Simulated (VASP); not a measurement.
Crystal: SiBr5.

```
Si Br
1.0
     5.62000    0.00000    0.00000
     0.00000    5.62000    0.00000
     0.00000    0.00000    5.62000
Si Br
1 5
Direct
  0.00000 0.00000 0.00000
  0.77400 0.77400 0.22600
  0.77400 0.22600 0.77400
  0.22600 0.77400 0.77400
  0.22600 0.22600 0.22600
  0.50000 0.50000 0.50000
```

- Program: VASP 6.6.1
- Task: relaxation of cell and atoms
- Functional: PBE
- Potentials or basis: VASP PAW PBE potentials, release 64 (Si, Br)
- Cutoff: 600 eV
- k mesh: 3 × 3 × 3
- Occupations: gaussian, width 0.2 eV
- Spin: no spin polarisation

At the start: pressure 9.1 GPa; volume 29.58 Å³/atom.

**Question.** How do energy, volume and symmetry change on relaxing?

**Answer.** Over 9 steps the energy falls by 275.6 meV/atom and the volume is 44.62 Å³/atom (+50.8 %); space group P-43m (No. 215, to 0.1 Å) before and after.

Step by step:
```
step  energy change (eV)  largest force (eV/Å)  pressure (GPa)  volume (Å³)
   1              0.0000                0.6688            9.12       177.50
   2             -1.0854                1.3677           -0.72       224.38
   3             -1.0861                1.3440           -0.50       222.38
   4             -1.3800                0.8036            0.09       226.22
   5             -1.5311                0.1103            1.47       231.08
   6             -1.6216                0.1105            0.29       248.50
   7             -1.6360                0.3308           -0.51       266.23
   8             -1.6379                0.2715           -0.33       261.58
   9             -1.6535                0.0131            0.09       267.74
```

Final structure:
```yaml
crystal:
  lattice:
    - [6.44520, 0.00000, 0.00000]
    - [0.00000, 6.44520, 0.00000]
    - [0.00000, 0.00000, 6.44520]
  atoms:
    - { symbol: Si, position: [0.00000, 0.00000, 0.00000] }
    - { symbol: Br, position: [0.80099, 0.80099, 0.19901] }
    - { symbol: Br, position: [0.80099, 0.19901, 0.80099] }
    - { symbol: Br, position: [0.19901, 0.80099, 0.80099] }
    - { symbol: Br, position: [0.19901, 0.19901, 0.19901] }
    - { symbol: Br, position: [0.50000, 0.50000, 0.50000] }
```

Caveat: the k points lie up to 0.32 Å⁻¹ apart in the final cell, too coarse for converged energies and pressures of a metal; the volume moved by over 15 % at a fixed basis, so the end points are rough; an odd number of electrons without spin polarisation forces a metal; a magnetic or distorted state may lie lower.
